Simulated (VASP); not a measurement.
SrO (m.b), 2 atoms in the cell. It takes space group Fm-3m (No. 225, cubic). The conventional cell has a = 5.195 Å, b = 5.195 Å, c = 5.195 Å, α = 90.00°, β = 90.00°, γ = 90.00°. Within 3.4 Å of Sr (site symmetry m-3m) lie 6 O at 2.60 Å. O (site symmetry m-3m) has 6 Sr at 2.60 Å within 3.4 Å. 

| Property | Result |
| --- | --- |
| Program | VASP 6.6.1 |
| Task | single point |
| Functional | PBE |
| Potentials or basis | VASP PAW PBE potentials, release 64 (Sr_sv, O) |
| Cutoff | 600 eV |
| k mesh | 8 × 8 × 8 |
| Occupations | gaussian, width 0.02 eV |
| Spin | no spin polarisation |
| Dipole correction | no |
| Further INCAR settings | ALGO = Normal; EDIFF = 1e-06; NBANDS = 15 |

Potentials or basis: VASP PAW PBE potentials, release 64 (Sr_sv, O).

The run is started by

```sh
$ cat potpaw_PBE.64/Sr_sv/POTCAR potpaw_PBE.64/O/POTCAR > POTCAR
$ mpirun -np 1 vasp_std > vasp.out
```

Hardware: 1 thread of Intel Xeon 6975P-C, with other jobs on the host.

**Question.** How long does it take, and how much memory?

**Answer.** Wall time 20 s on 1 thread of Intel Xeon 6975P-C (shared host), peak memory 0.18 GiB. Counts: scf iterations 13, k points 29.
